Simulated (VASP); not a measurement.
A run of VASP 6.6.1 is set up as follows.

INCAR

```
  PREC = Accurate
  ENCUT = 500
  EDIFF = 1E-6
  ISMEAR = 0
  SIGMA = 0.02
  LREAL = False
  LASPH = True
  NELM = 120
  ALGO = Normal
  ISIF = 2
  LWAVE = False
  LCHARG = False
  GGA = PS
  NBANDS = 11
  GGA_COMPAT = False
```

File KPOINTS:

```
Automatic mesh
0
Gamma
  8 8 8
```

File POSCAR:

```
AlP
1.0
    0.0000000000      2.6693001900      2.6693001900
    2.6693001900      0.0000000000      2.6693001900
    2.6693001900      2.6693001900      0.0000000000
Al P
1 1
Direct
    0.0000000000      0.0000000000      0.0000000000
    0.7500000000      0.7500000000      0.7500000000
```

Potentials or basis: VASP PAW PBE potentials, release 64 (Al, P).

Run with:

```sh
$ cat potpaw_PBE.64/Al/POTCAR potpaw_PBE.64/P/POTCAR > POTCAR
$ mpirun -np 1 vasp_std > vasp.out
```

Problem. What does it give for the pressure?

Solution. 7.4 GPa.

Problem. What does it give for the band gap on the k mesh?

Solution. 1.30 eV, indirect (least direct gap 3.56 eV).

Caveat: the cell differs from its parent crystal (strained); the PAW data sets were made with another functional, which shifts forces and pressure a little. A k mesh can miss the band edges.
